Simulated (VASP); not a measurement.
# Bi (Fm-3m) in VASP: further runs

The runs below take Bi through relaxation of cell and atoms, with PBEsol.

Program: VASP 6.6.1. These are calculated values, not measurements. Logs are shortened: lines on timing, memory, paths and dates and some standing lists are left out, and cuts for length are marked.

## (1) The cell of the first run

The structure is cubic, space group Fm-3m (No. 225). Conventional cell: a = 3.727 Å, b = 3.727 Å, c = 3.727 Å, α = 90.00°, β = 90.00°, γ = 90.00°. Bi (site symmetry m-3m) has 12 Bi at 2.64 Å within 3.5 Å.

## (2) Relaxation of cell and atoms, PBEsol, target pressure 360 GPa, at which the enthalpy is minimised

Input file INCAR:

```
PREC = Accurate
ENCUT = 600
EDIFF = 1E-6
ISMEAR = -1
SIGMA = 0.08
LREAL = False
LASPH = True
NELM = 100
ALGO = Normal
ISIF = 3
LWAVE = False
LCHARG = False
GGA = PS
IBRION = 2
NSW = 60
EDIFFG = -0.005
PSTRESS = 3600.0
```

Input file KPOINTS:

```
regular mesh
0
Gamma
  17 17 17
```

Input file POSCAR:

```
Bi
1.0
    0.0000000000      1.8637263473      1.8637263473
    1.8637263473      0.0000000000      1.8637263473
    1.8637263473      1.8637263473      0.0000000000
Bi
1
Direct
    0.0000000000      0.0000000000      0.0000000000
```

Potentials or basis: VASP PAW PBE potentials, release 64 (Bi_d).

Command:

```console
> cat potpaw_PBE.64/Bi_d/POTCAR > POTCAR
> mpirun -np 1 vasp_std > vasp.out
```

OUTCAR:

```text
PREC = Accurate
   ENCUT = 600
   EDIFF = 1E-6
   ISMEAR = -1
   LREAL = False
   LASPH = True
   NELM = 100
   ISIF = 3
   GGA = PS
   IBRION = 2
   NSW = 60
   EDIFFG = -0.005
   PSTRESS = 3600.0

 ion  position               nearest neighbor table
   1  0.000  0.000  0.000-

  LATTYP: Found a face centered cubic cell.
 ALAT       =     3.7274526946

  Lattice vectors:

 A1 = (   0.0000000000,   1.8637263473,   1.8637263473)
 A2 = (   1.8637263473,   0.0000000000,   1.8637263473)
 A3 = (   1.8637263473,   1.8637263473,   0.0000000000)

Analysis of symmetry for initial positions (statically):
=====================================================================
 Subroutine PRICEL returns:
 Original cell was already a primitive cell.

 Routine SETGRP: Setting up the symmetry group for a
 face centered cubic supercell.

 Subroutine GETGRP returns: Found 48 space group operations
 (whereof 48 operations were pure point group operations)
 out of a pool of 48 trial point group operations.

The static configuration has the point symmetry O_h .

Analysis of symmetry for dynamics (positions and initial velocities):
=====================================================================
 Subroutine PRICEL returns:
 Original cell was already a primitive cell.

 Routine SETGRP: Setting up the symmetry group for a
 face centered cubic supercell.

 Subroutine GETGRP returns: Found 48 space group operations
 (whereof 48 operations were pure point group operations)
 out of a pool of 48 trial point group operations.

The dynamic configuration has the point symmetry O_h .

 Subroutine INISYM returns: Found 48 space group operations
 (whereof 48 operations are pure point group operations),
 and found     1 'primitive' translations

----------------------------------------------------------------------------------------

                                     Primitive cell

  volume of cell :      12.9472

  direct lattice vectors                    reciprocal lattice vectors
     0.000000000  1.863726347  1.863726347    -0.268279729  0.268279729  0.268279729
     1.863726347  0.000000000  1.863726347     0.268279729 -0.268279729  0.268279729
     1.863726347  1.863726347  0.000000000     0.268279729  0.268279729 -0.268279729

  length of vectors
[... 89 lines left out ...]
   TEBEG  =    0.0;   TEEND  =   0.0 temperature during run
   PSTRESS= 3600.0 pullay stress
   NELECT =      15.0000    total number of electrons
   NUPDOWN=      -1.0000    fix difference up-down
   EMIN   =  10.00;   EMAX   =-10.00  energy-range for DOS
   EFERMI =   0.00;   METHOD = LEGACY
   ISMEAR =    -1;   SIGMA  =   0.08  broadening in eV -4-tet -1-fermi 0-gaus
   EFERMI_NEDOS =   21; number of points for ismear=-14 and -15
   IALGO  =     38    algorithm
   IMIX   =      4    mixing-type and parameters
     AMIX     =   0.40;   BMIX     =  1.00
     AMIX_MAG =   1.60;   BMIX_MAG =  1.00
  volume/ion in A,a.u.               =      12.95        87.37
  Fermi-wavevector in a.u.,A,eV,Ry     =   1.719411  3.249216 40.223926  2.956375
  Thomas-Fermi vector in A             =   2.796043
   LORBIT       =      0    0 simple, 1 ext, 2 COOP (PROOUT), +10 PAW based schemes
   GGA     = PS    functional components
   LHFCALC =     F    Hartree Fock is set to
   AEXX    =    0.0000 exact exchange contribution
   IVDW    =     0    specifies the selected vdW correction
   LEPSILON=     F    determine dielectric tensor
   LRPA    =     F    only Hartree local field effects (RPA)
 conjugate gradient relaxation of ions
 non-spin polarized calculation
  energy-cutoff  :      600.00
  volume of cell :       12.95
 maximum number of plane-waves:       445
 NGX is ok and might be reduce to    24
   NGX = 11   NGY = 11   NGZ = 11

--------------------------------------- Ionic step        1  -------------------------------------------

 number of electron      15.0000002 magnetization

 Free energy of the ion-electron system (eV)
  ---------------------------------------------------
  ext. energy  EPLUGINS =         0.00000000
  ---------------------------------------------------
  free energy    TOTEN  =         4.64098485 eV

  energy without entropy =        4.65041606  energy(sigma->0) =        4.64570046

------------------------ aborting loop because EDIFF is reached ----------------------------------------

  FORCE on cell =-STRESS in cart. coord.  units (eV):
  Direction    XX          YY          ZZ          XY          YZ          ZX
  --------------------------------------------------------------------------------------
  -------------------------------------------------------------------------------------
  Total       29.4681210     29.4681210     29.4681210     -0.0000000     -0.0000000      0.0000000
  in kB     3646.5871514   3646.5871514   3646.5871514     -0.0000000     -0.0000000      0.0000000
  external PRESSURE =      46.5871514 kB  Pullay stress =    3600.0000000 kB
[... 61 lines left out ...]
--------------------------------------- Ionic step        3  -------------------------------------------

 number of electron      15.0000002 magnetization

 Free energy of the ion-electron system (eV)
  ---------------------------------------------------
  ext. energy  EPLUGINS =         0.00000000
  ---------------------------------------------------
  free energy    TOTEN  =         4.53026650 eV

  energy without entropy =        4.53976900  energy(sigma->0) =        4.53501775

 E-fermi :  24.8509     XC(G=0): -15.3405

 val. band max:       24.8423472231   @ k =  -0.1765   0.2353   0.0588
 cond. band min:      24.8616246507   @ k =   0.3529   0.2941   0.0000
 fundamental gap:      0.0192774276
 Fermi energy:        24.8509051390

 k-point     1 :       0.0000    0.0000    0.0000
  band No.  band energies     occupation
      1      -1.2288      2.00000
      2      -1.2288      2.00000
      3      -1.2288      2.00000
      4      -0.2005      2.00000
      5      -0.2005      2.00000
      6       0.4092      2.00000
      7      30.2877      0.00000
      8      34.6752      0.00000
      9      34.6752      0.00000
     10      34.6752      0.00000
     11      42.2723      0.00000
[... 309 lines left out ...]
 k-point    24 :      -0.1176    0.0588    0.0000
  band No.  band energies     occupation
      1      -1.3356      2.00000
      2      -1.0652      2.00000
      3      -1.0609      2.00000
      4      -0.3020      2.00000
      5      -0.1633      2.00000
      6       1.3828      2.00000
      7      29.6947      0.00000
      8      31.2352      0.00000
      9      33.9415      0.00000
     10      36.0612      0.00000
     11      38.3683      0.00000

 [... further k-points ...]
[... 5 lines left out ...]
  --------------------------------------------------------------------------------------
  -------------------------------------------------------------------------------------
  Total       29.2047256     29.2047256     29.2047256     -0.0000000     -0.0000000      0.0000000
  in kB     3600.3814729   3600.3814729   3600.3814729     -0.0000000     -0.0000000      0.0000000
  external PRESSURE =       0.3814729 kB  Pullay stress =    3600.0000000 kB
[... 20 lines left out ...]
  energy  without entropy=        4.5397690021  energy(sigma->0) =        4.53501775

  enthalpy is  TOTEN    =        33.7318977614 eV   P V=       29.2016312646

 reached required accuracy - stopping structural energy minimisation
```

CONTCAR:

```text
Bi
   1.00000000000000
    -0.0000000000000000    1.8660720134680344    1.8660720134680344
     1.8660720134680344   -0.0000000000000000    1.8660720134680344
     1.8660720134680344    1.8660720134680344    0.0000000000000000
  Bi
     1
Direct
     0.0000000000000000    0.0000000000000000    0.0000000000000000

  0.00000000E+00  0.00000000E+00  0.00000000E+00
```

Wall time 50 s (1 thread of Intel Xeon Platinum 8259CL at 2.50GHz (Skylake/Cascade Lake), shared host); peak memory 0.16 GiB.

Results:

- Free energy: 4.5303 eV
- Relaxed volume: 13.00 Å³/atom
- Relaxed cell: a = 2.639 Å, b = 2.639 Å, c = 2.639 Å, α = 60.00°, β = 60.00°, γ = 60.00°
- Space group after relaxing (to 0.05 Å): Fm-3m (No. 225)
- Energy change on relaxing (the enthalpy is what falls): -110.7 meV/atom
- Ionic steps: 3
- Pressure after relaxing: 360.0 GPa

Step by step:
| step | energy change (eV) | largest force (eV/Å) | pressure (GPa) | volume (Å³) |
| --- | --- | --- | --- | --- |
| 1 | 0.0000 | 0.0000 | 364.66 | 12.95 |
| 2 | -1.4866 | 0.0000 | 300.72 | 13.67 |
| 3 | -0.1107 | 0.0000 | 360.04 | 13.00 |

Final structure:
```
CELL_PARAMETERS angstrom
0.00000 1.86607 1.86607
1.86607 0.00000 1.86607
1.86607 1.86607 0.00000
ATOMIC_POSITIONS crystal
Bi 0.00000 0.00000 0.00000
```

Caveat: the cell is relaxed towards a set pressure, so the enthalpy falls and the energy may rise; the PAW data sets were made with another functional, which shifts forces and pressure a little; spin-orbit coupling is left out, which moves the levels of the heavy elements.

## (3) Relaxation of cell and atoms, PBEsol, target pressure 360 GPa, at which the enthalpy is minimised

This run uses another cell than the first one, of 12.99 Å³/atom, 1.004 times its volume.

Input file INCAR:

```
PREC = Accurate ; ENCUT = 600
EDIFF = 1E-6 ; ISMEAR = -1
SIGMA = 0.08 ; LREAL = F
LASPH = T ; NELM = 80
ALGO = Normal ; ISIF = 3
LWAVE = F ; LCHARG = F
GGA = PS ; IBRION = 2
NSW = 32 ; EDIFFG = -0.005
PSTRESS = 3600.0
```

KPOINTS is that of step 2.

Input file POSCAR:

```
Bi
1.0
    0.0000000000      1.8659176805      1.8659176805
    1.8659176805      0.0000000000      1.8659176805
    1.8659176805      1.8659176805      0.0000000000
Bi
1
Direct
    0.0000000000      0.0000000000      0.0000000000
```

Potentials or basis: VASP PAW PBE potentials, release 64 (Bi_d).

Command:

```console
> cat potpaw_PBE.64/Bi_d/POTCAR > POTCAR
> mpirun -np 1 vasp_std > vasp.out
```

Run time: 58 s. Hardware: 1 thread of Intel Xeon Platinum 8259CL at 2.50GHz (Skylake/Cascade Lake), shared host; peak memory 0.16 GiB.

It converged, with:

- Free energy: 4.5320 eV
- Relaxed volume: 13.00 Å³/atom
- Relaxed cell: a = 2.639 Å, b = 2.639 Å, c = 2.639 Å, α = 60.00°, β = 60.00°, γ = 60.00°
- Space group after relaxing (to 0.05 Å): Fm-3m (No. 225)
- Energy change on relaxing (the enthalpy is what falls): -5.5 meV/atom
- Ionic steps: 9
- Pressure after relaxing: 360.1 GPa

Step by step:
```
step  energy change (eV)  largest force (eV/Å)  pressure (GPa)  volume (Å³)
   1              0.0000                0.0000          360.13        12.99
   2             -0.0443                0.0000          358.65        13.01
   3             -0.0033                0.0000          359.94        12.99
   4             -0.0022                0.0000          360.19        12.99
   5             -0.0031                0.0000          360.22        12.99
   6             -0.0033                0.0000          360.20        12.99
   7             -0.0269                0.0000          359.32        13.00
   8             -0.0066                0.0000          359.89        13.00
   9             -0.0055                0.0000          360.06        13.00
```

Final structure:
```
Bi
1.0
     0.00000    1.86603    1.86603
     1.86603    0.00000    1.86603
     1.86603    1.86603    0.00000
Bi
1
Cartesian
  0.0000 0.0000 0.0000
```

Levels at points of the mesh, in eV from the Fermi level:
```tsv
k point	band 4	band 5	band 6	band 7	band 8	band 9	band 10	band 11
(0.00, 0.00, 0.00)	-25.05	-25.05	-24.44	5.44	9.82	9.82	9.82	17.42
```

Caveat: the cell is relaxed towards a set pressure, so the enthalpy falls and the energy may rise; the PAW data sets were made with another functional, which shifts forces and pressure a little; spin-orbit coupling is left out, which moves the levels of the heavy elements.
